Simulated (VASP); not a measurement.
## MgO: single point with LDA

Crystal: MgO.

```
CELL_PARAMETERS angstrom
0.00000 3.98004 3.98004
3.98004 0.00000 3.98004
3.98004 3.98004 0.00000
ATOMIC_POSITIONS crystal
Mg 0.99843 0.00770 0.99903
Mg 0.00828 0.99423 0.47461
Mg 0.01304 0.51796 0.97781
Mg 0.98742 0.50739 0.50943
Mg 0.52984 0.98447 0.98874
Mg 0.50270 0.99745 0.50114
Mg 0.49121 0.49837 0.99534
Mg 0.51222 0.50491 0.47953
O 0.25638 0.26145 0.23944
O 0.25201 0.26118 0.74009
O 0.25726 0.73472 0.25444
O 0.26133 0.73962 0.74728
O 0.75526 0.26446 0.25280
O 0.76421 0.26975 0.75273
O 0.77870 0.76410 0.24639
O 0.73266 0.77436 0.74278
```

```
Program                : VASP 6.6.1
Task                   : single point
Functional             : LDA
Potentials or basis    : VASP PAW LDA potentials, release 64 (Mg, O)
Cutoff                 : 520 eV
k mesh                 : 2 × 2 × 2
Occupations            : fermi-dirac, width 0.05 eV
Spin                   : no spin polarisation
Dipole correction      : no
Further INCAR settings : LREAL = Auto; ALGO = Normal; EDIFF = 1e-06; NBANDS = 46
```

| Property | Result |
| --- | --- |
| Pressure | 32.8 GPa |
| Largest force | 3.002 eV/Å |
| Band gap on the k mesh | 6.21 eV |

Forces in eV/Å, atoms in the order of the input:
```
Mg  -0.279  0.496  1.767
Mg   1.588  1.092  1.240
Mg  -0.101  0.748 -1.547
Mg  -1.256  0.883  1.181
Mg   2.712 -1.052  0.113
Mg   0.776 -1.543  0.326
Mg   0.778  1.109  0.791
Mg   1.015  1.098 -0.367
O   -0.723  0.446 -1.554
O   -0.053  0.850 -0.283
O    0.245 -0.780  1.352
O    0.402 -1.539  1.124
O   -1.337 -0.734  0.071
O   -1.747 -0.972 -2.218
O   -0.688 -1.937 -2.188
O   -1.333  1.834  0.191
```

Stress tensor (GPa, compression positive):
```
33.19 -0.08 -0.55
-0.08 32.27 -0.35
-0.55 -0.35 33.00
```

Levels at points of the mesh, in eV from the valence-band top:
| k point | band 28 | band 29 | band 30 | band 31 | band 32 | band 33 | band 34 | band 35 | band 36 | band 37 |
| --- | --- | --- | --- | --- | --- | --- | --- | --- | --- | --- |
| (0.00, 0.00, 0.00) | -0.90 | -0.88 | -0.10 | -0.05 | 0.00 | 6.21 | 8.38 | 8.48 | 8.58 | 8.66 |
| (0.50, 0.00, 0.00) | -1.14 | -0.75 | -0.68 | -0.40 | -0.28 | 8.19 | 8.41 | 9.84 | 10.10 | 10.19 |
| (0.00, 0.50, 0.00) | -1.08 | -0.84 | -0.82 | -0.32 | -0.24 | 8.14 | 8.54 | 9.82 | 10.04 | 10.13 |
| (0.00, 0.00, 0.50) | -1.30 | -0.58 | -0.53 | -0.49 | -0.44 | 8.22 | 8.29 | 9.87 | 10.13 | 10.23 |
| (0.50, 0.50, 0.50) | -1.23 | -0.66 | -0.57 | -0.48 | -0.42 | 8.26 | 8.49 | 9.93 | 10.12 | 10.28 |
| (0.50, 0.50, 0.00) | -1.06 | -0.93 | -0.89 | -0.84 | -0.50 | 9.30 | 9.39 | 10.28 | 10.45 | 10.67 |
| (0.00, 0.50, 0.50) | -1.12 | -0.85 | -0.78 | -0.72 | -0.69 | 9.21 | 9.39 | 10.08 | 10.51 | 10.71 |
| (0.50, 0.00, 0.50) | -1.09 | -0.87 | -0.79 | -0.76 | -0.66 | 9.17 | 9.60 | 10.25 | 10.45 | 10.59 |

It took 52 s on 1 thread of Intel(R) Xeon(R) Platinum 8488C (Sapphire Rapids), on a shared host, peak memory 0.22 GiB.

Caveat: the k points lie up to 0.68 Å⁻¹ apart; forces of over 1 eV/Å act on the atoms, so gaps and moduli don't describe the material at rest.
